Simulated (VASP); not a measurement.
A run of VASP 6.6.1 is set up as follows.

The input INCAR:

```
SYSTEM = Sn
ALGO = Normal ; EDIFF = 1E-6
ENCUT = 520 ; GGA = RE
ISIF = 2 ; ISMEAR = -1
LASPH = .True. ; LCHARG = .False.
LREAL = .False. ; LWAVE = .False.
NBANDS = 13 ; NELM = 60
PREC = Accurate ; SIGMA = 0.1
```

The input KPOINTS:

```
k-points
0
Gamma
  13 13 13
  0 0 0
```

POSCAR

```
Sn
1.0
    0.0000000000      2.5225287746      2.5225287746
    2.5225287746      0.0000000000      2.5225287746
    2.5225287746      2.5225287746      0.0000000000
Sn
1
Direct
    0.0000000000      0.0000000000      0.0000000000
```

Potentials or basis: VASP PAW PBE potentials, release 64 (Sn_d).

Command:

```bash
$ cat potpaw_PBE.64/Sn_d/POTCAR > POTCAR
$ mpirun -np 1 vasp_std > vasp.out
```

Q: Estimate the pressure.

A: -3.8 GPa.

Q: Predict the band gap on the k mesh.

A: Zero (band 7 reaches 12.80 eV, above the bottom of band 8 at 4.76 eV).

Caveat: the PAW data sets were made with another functional, which shifts forces and pressure a little; spin-orbit coupling is left out, which moves the levels of the heavy elements.
